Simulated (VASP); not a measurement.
AlN (rock salt): single point with PBE

AlN (rock salt):

```xyz
2
Lattice="0.0000 1.9671 1.9671 1.9671 0.0000 1.9671 1.9671 1.9671 0.0000" Properties=species:S:1:pos:R:3 pbc="T T T"
Al    0.0000    0.0000    0.0000
N     1.9671    1.9671    1.9671
```

This cell differs from its parent crystal: volume scaled by 0.92.

```
Program                : VASP 6.6.1
Task                   : single point
Functional             : PBE
Potentials or basis    : VASP PAW PBE potentials, release 64 (Al, N)
Cutoff                 : 600 eV
k mesh                 : 10 × 10 × 10
Occupations            : gaussian, width 0.01 eV
Spin                   : no spin polarisation
Dipole correction      : no
Further INCAR settings : ALGO = Normal; EDIFF = 1e-06; NBANDS = 11
```

The pressure is 31.1 GPa and the band gap on the k mesh is 5.15 eV, indirect (least direct gap 6.91 eV).

Levels at points of the mesh, in eV from the valence-band top:
```tsv
k point	band 1	band 2	band 3	band 4	band 5	band 6	band 7	band 8	band 9
(0.00, 0.00, 0.00)	-18.32	0.00	0.00	0.00	6.91	12.43	12.43	12.43	17.80
(0.50, 0.00, 0.00)	-14.72	-8.85	-1.24	-1.24	6.67	11.68	11.68	14.54	17.06
(0.50, 0.50, 0.00)	-13.63	-7.95	-3.02	-3.02	5.15	5.43	15.09	18.59	18.59
```

Run time: 8.4 s on 1 thread of Intel Xeon 6455B (shared host), peak memory 0.13 GiB.

 A k mesh can miss the band edges.
